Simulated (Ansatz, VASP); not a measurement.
One calculation of Y2As, two programs

```xyz
3
Lattice="0.0000 3.3120 3.3120 3.3120 0.0000 3.3120 3.3120 3.3120 0.0000" Properties=species:S:1:pos:R:3 pbc="T T T"
Y     1.6560    1.6560    1.6560
Y     4.9681    4.9681    4.9681
As    0.0000    0.0000    0.0000
```

Alike in both runs: task relaxation of cell and atoms; functional PBE; k mesh 4 × 4 × 4; occupations gaussian, width 0.1 eV; no spin polarisation.

|  | VASP | Ansatz |
| --- | --- | --- |
| version | VASP 6.6.1 | Ansatz 0.2.0 |
| potentials or method | VASP PAW PBE potentials, release 64 (Y_sv, As), cutoff 600 eV | scalar-relativistic, plane waves, PAW |
| valence electrons in the cell | 27 | 37 |

Ansatz gave:

```
gap on the k mesh at the Fermi level, each at its own relaxed structure (eV) : none
relaxed volume (Å³/atom)                                                     : 26.38
relaxed cell length with the largest relative difference (Å)                 : 4.819
```

Estimate VASP's values.

gap on the k mesh at the Fermi level, each at its own relaxed structure (eV): none; relaxed volume (Å³/atom): 26.42; relaxed cell length with the largest relative difference (Å): 4.822.

A gap of «none» marks a metal or a gap that the smearing closes. VASP's potentials hold 27 valence electrons a cell and Ansatz's 37, so a difference there can come from the potentials and not from the codes.

The k mesh is coarse, so the values compare programs but aren't converged.
